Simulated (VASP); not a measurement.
Wanted: the native input for a VASP 6.6.1 run.

- Task: single point
- Functional: r2SCAN
- Potentials or basis: VASP PAW PBE potentials, release 64 (Si)
- Cutoff: 520 eV
- k mesh: 10 × 10 × 10
- Occupations: gaussian, width 0.05 eV
- Spin: no spin polarisation
- Dipole correction: no
- Further INCAR settings: ALGO = Normal; EDIFF = 1e-07; NBANDS = 16

The system is Si.

```
Si
1.0
    -3.22751    3.22751    1.86422
     3.22751   -3.22751    1.86422
     3.22751    3.22751   -1.86422
Si
4
Direct
  0.17875 0.17875 0.35751
  0.82125 0.82125 0.64249
  0.17875 0.82125 0.00000
  0.82125 0.17875 0.00000
```

This cell differs from its parent crystal: strain -0.030 along x and y, -0.030 along z.

These files were run (other wordings do the same):

POSCAR

```
Si
1.0
   -3.2275097648      3.2275097648      1.8642241059
    3.2275097648     -3.2275097648      1.8642241059
    3.2275097648      3.2275097648     -1.8642241059
Si
4
Direct
    0.1787531995      0.1787531995      0.3575063991
    0.8212468005      0.8212468005      0.6424936010
    0.1787531995      0.8212468005      0.0000000000
    0.8212468005      0.1787531995      0.0000000000
```

INCAR.step1

```
SYSTEM = Si
PREC = Accurate
ENCUT = 520
ISMEAR = 0
SIGMA = 0.05
LREAL = .False.
LASPH = .True.
NELM = 80
NBANDS = 16
GGA = PE
ALGO = Normal
EDIFF = 1E-4
LWAVE = .True.
LCHARG = .False.
```

INCAR.step2

```
SYSTEM = Si
PREC = Accurate
ENCUT = 520
EDIFF = 1E-7
ISMEAR = 0
SIGMA = 0.05
LREAL = .False.
LASPH = .True.
NELM = 80
ALGO = Normal
ISIF = 2
LWAVE = .False.
LCHARG = .False.
METAGGA = R2SCAN
LMIXTAU = .True.
NBANDS = 16
ISTART = 1
```

KPOINTS

```
regular mesh
0
Gamma
  10 10 10
  0 0 0
```

Potentials or basis: VASP PAW PBE potentials, release 64 (Si).

The run is started by

```console
$ cat potpaw_PBE.64/Si/POTCAR > POTCAR
$ cp INCAR.step1 INCAR
$ mpirun -np 1 vasp_std > vasp.out
$ cp INCAR.step2 INCAR
$ mpirun -np 1 vasp_std > vasp.out
```

It gave:

The pressure is 9.7 GPa, the largest force is 0.148 eV/Å and the band gap on the k mesh is 0.18 eV (least direct gap 0.48 eV).

Caveat: the cell differs from its parent crystal (strain -0.030 along x and y, -0.030 along z); the cell stands under pressure; the PAW data sets were made with another functional, which shifts forces and pressure a little.

Run time: 11 min on 1 thread of Intel(R) Xeon(R) Platinum 8259CL CPU @ 2.50GHz (Skylake/Cascade Lake), with other jobs on the host, peak memory 0.29 GiB.
